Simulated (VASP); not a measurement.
Input of a VASP 6.6.1 run:

INCAR

```
  PREC = Accurate
  ENCUT = 520
  EDIFF = 1E-6
  ISMEAR = 0
  SIGMA = 0.1
  LREAL = False
  LASPH = True
  NELM = 100
  ALGO = Normal
  ISIF = 2
  LWAVE = False
  LCHARG = False
  GGA = PE
  NBANDS = 24
```

File KPOINTS:

```
regular mesh
0
Gamma
  12 12 8
```

POSCAR

```
TePt2Se
1.0
    4.1460658094      0.0000000000      0.0000000000
   -2.0730329047      3.5905983167      0.0000000000
    0.0000000000      0.0000000000      5.5808792149
Te Pt Se
1 2 1
Direct
    0.3333333333      0.6666666667      0.5000000000
    0.6666666667      0.3333333333      0.7534651320
    0.6666666667      0.3333333333      0.2465348680
    0.0000000000      0.0000000000      0.0000000000
```

Potentials or basis: VASP PAW PBE potentials, release 64 (Te, Pt, Se).

Run with:

```bash
$ cat potpaw_PBE.64/Te/POTCAR potpaw_PBE.64/Pt/POTCAR potpaw_PBE.64/Se/POTCAR > POTCAR
$ mpirun -np 1 vasp_std > vasp.out
```

Predict the pressure.

-0.2 GPa.

What does it give for the largest force?

0.010 eV/Å.

Forces in eV/Å, atoms in the order of the input:
```
Te   0.000  0.000  0.000
Pt   0.000  0.000 -0.010
Pt   0.000  0.000  0.010
Se   0.000  0.000  0.000
```
